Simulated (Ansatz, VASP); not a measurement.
## Two plane-wave programs on BaO

```
Ba O
1.0
     0.00000    2.73440    2.78624
     2.73440    0.00000    2.78624
     2.73440    2.73440    0.00000
Ba O
1 1
Direct
  0.00000 0.00000 0.00000
  0.50000 0.50000 0.50000
```

Change from the starting cell: strained cell.

Alike in both runs: functional PBEsol; k mesh 8 × 8 × 8; occupations gaussian, width 0.02 eV; no spin polarisation.

Ansatz relaxed the structure, and its values are those at the end. VASP's run is a single point on that final structure, the one shown.

```csv
,VASP,Ansatz
version,VASP 6.6.1,Ansatz 0.2.0
potentials or method,"VASP PAW PBE potentials, release 64 (Ba_sv, O), cutoff 600 eV","scalar-relativistic, plane waves, PAW"
valence electrons in the cell,16,16
```

Ansatz gave:

* gap on the k mesh at the Fermi level (eV): 1.81
* least direct gap on the mesh (eV): 1.81
* pressure (GPa): -0.5

Problem. What did VASP give for the same quantities?

Solution. gap on the k mesh at the Fermi level (eV): 1.74; least direct gap on the mesh (eV): 1.74; pressure (GPa): 1.3.

VASP's potentials were made for PBE, not for PBEsol, and Ansatz warns of the same on its side. Ansatz's warnings: stress scf threshold loose.

Spin-orbit coupling is off throughout.
